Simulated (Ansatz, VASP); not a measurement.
## Two plane-wave programs on NbSnTe4

Contents of INCAR:

```
SYSTEM = NbSnTe4
ALGO     = Normal         ! electronic algorithm
EDIFF    = 1E-6           ! SCF threshold, eV
ENCUT    = 520            ! plane-wave cutoff, eV
GGA      = PE             ! functional
ISIF     = 2              ! what is computed and relaxed
ISMEAR   = 0              ! smearing method
ISPIN    = 2              ! spin polarisation
LASPH    = .True.         ! aspherical terms in the spheres
LCHARG   = .True.         ! write CHGCAR
LELF     = .True.         ! ELF
LMAXMIX  = 4              ! l up to which the mixer works
LORBIT   = 11             ! projections on sites
LREAL    = .False.        ! projectors in reciprocal space
LVHAR    = .True.       
LWAVE    = .False.        ! write WAVECAR
MAGMOM   = 1 0 0 0 0 0    ! initial moments
NBANDS   = 38             ! bands
NELM     = 150            ! most SCF steps
PREC     = Accurate       ! precision mode
SIGMA    = 0.1            ! smearing width, eV
```

Contents of KPOINTS:

```
k-points
0
Gamma
  3 3 4
  0 0 0
```

File POSCAR:

```
NbSnTe4
1.0
    6.4071175126      0.0000000000      0.0000000000
   -3.2035587563      5.5487265310      0.0000000000
    0.0000000000      0.0000000000      4.9430073371
Nb Sn Te
1 1 4
Direct
    0.0000000000      0.0000000000      0.0000000000
    0.6666666667      0.3333333333      0.0000000000
    0.3333333333      0.6666666667      0.0000000000
    0.6844737773      0.8422368887      0.5000000000
    0.1577631113      0.8422368887      0.5000000000
    0.1577631113      0.3155262227      0.5000000000
```

Input for Ansatz:

```yaml
crystal:
  lattice:
    - [6.4071175126, 0.0, 0.0]
    - [-3.2035587563, 5.548726531, 0.0]
    - [0.0, 0.0, 4.9430073371]
  atoms:
    - { symbol: Nb, position: [0.0, 0.0, 0.0], spin: 1.0 }
    - { symbol: Sn, position: [0.6666666667, 0.3333333333, 0.0] }
    - { symbol: Te, position: [0.3333333333, 0.6666666667, 0.0] }
    - { symbol: Te, position: [0.6844737773, 0.8422368887, 0.5] }
    - { symbol: Te, position: [0.1577631113, 0.8422368887, 0.5] }
    - { symbol: Te, position: [0.1577631113, 0.3155262227, 0.5] }
basis:
  ecutwfc: 420
kpoints:
  mp_grid: { grid: [3, 3, 4] }
hamiltonian:
  xc: pbe
scf:
  occupations: { method: gaussian, width: 0.1 }
  lower_state_search: "off"
output:
  forces: true
  stress: true
  eigenvalues: true
  populations: true
magnetization:
  spin_polarized: true
```

Change from the starting cell: species swapped into the TbAlNi4 type (P-6m2, No. 187).

Alike in both runs: task single point; functional PBE; k mesh 3 × 3 × 4; occupations gaussian, width 0.1 eV; collinear spin.

|  | VASP | Ansatz |
| --- | --- | --- |
| version | VASP 6.6.1 | Ansatz 0.2.0 |
| potentials or method | VASP PAW PBE potentials, release 64 (Nb_sv, Sn_d, Te), cutoff 520 eV | scalar-relativistic, plane waves, PAW |
| valence electrons in the cell | 51 | 91 |

VASP gave:

```
gap on the k mesh at the Fermi level (eV)                     : none
pressure (GPa)                                                : 0.0
traceless stress, the component that is largest in VASP (GPa) : -0.31
rms of the force components (eV/Å)                            : 0.031
net moment per atom (μB)                                      : 0.23
size of the moment on the site where the two differ most (μB) : 0.66
```

Question: What did Ansatz give for the same quantities?

Answer: gap on the k mesh at the Fermi level (eV): none; pressure (GPa): 0.1; traceless stress, the component that is largest in VASP (GPa): -0.29; rms of the force components (eV/Å): 0.034; net moment per atom (μB): 0.23; size of the moment on the site where the two differ most (μB): 0.70.

Site moments also hang on the region over which each program counts them. Atom by atom the forces differ by 0.003 eV/Å (rms over components). A gap of «none» marks a metal or a gap that the smearing closes. VASP's potentials hold 51 valence electrons a cell and Ansatz's 91, so a difference there can come from the potentials and not from the codes.

The k mesh is coarse, so the values compare programs but aren't converged. Spin-orbit coupling is off throughout.
